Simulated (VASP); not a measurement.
LaIr5: single point with LDA

Crystal: LaIr5.

```
La Ir
1.0
     5.23739    0.00000    0.00000
    -2.61870    4.53571    0.00000
     0.00000    0.00000    4.09752
La Ir
1 5
Direct
  0.00000 0.00000 0.00000
  0.50000 0.00000 0.50000
  0.50000 0.50000 0.50000
  0.00000 0.50000 0.50000
  0.33333 0.66667 0.00000
  0.66667 0.33333 0.00000
```

- Program: VASP 6.6.1
- Task: single point
- Functional: LDA
- Potentials or basis: VASP PAW LDA potentials, release 64 (La, Ir_sv_GW)
- Cutoff: 560 eV
- k mesh: 5 × 5 × 6
- Occupations: fermi-dirac, width 0.1 eV
- Spin: no spin polarisation
- Dipole correction: no
- Further INCAR settings: ALGO = Normal; EDIFF = 1e-06; NBANDS = 57

| Item | Value |
| --- | --- |
| Pressure | 18.6 GPa |
| Band gap on the k mesh | zero (bands 48 and 49 overlap by 1.18 eV) |

Stress tensor (GPa, compression positive):
```
13.61  0.00  0.00
 0.00 13.61  0.00
 0.00  0.00 28.70
```

Levels at points of the mesh, in eV from the Fermi level:
```tsv
k point	band 44	band 45	band 46	band 47	band 48	band 49	band 50	band 51	band 52	band 53
(0.00, 0.00, 0.00)	-0.98	-0.83	-0.16	-0.16	0.84	1.99	2.27	2.48	2.48	2.63
(0.00, 0.00, 0.50)	-0.69	-0.69	0.03	0.21	0.21	0.58	0.58	1.31	1.38	1.38
```

It took 9.3 min on 1 thread of AMD EPYC 7R43 64-Core Processor (Zen 3) (shared host), peak memory 0.22 GiB.

Caveat: the stress differs along the axes, from 14 to 29 GPa; spin-orbit coupling is left out, which moves the levels of the heavy elements.
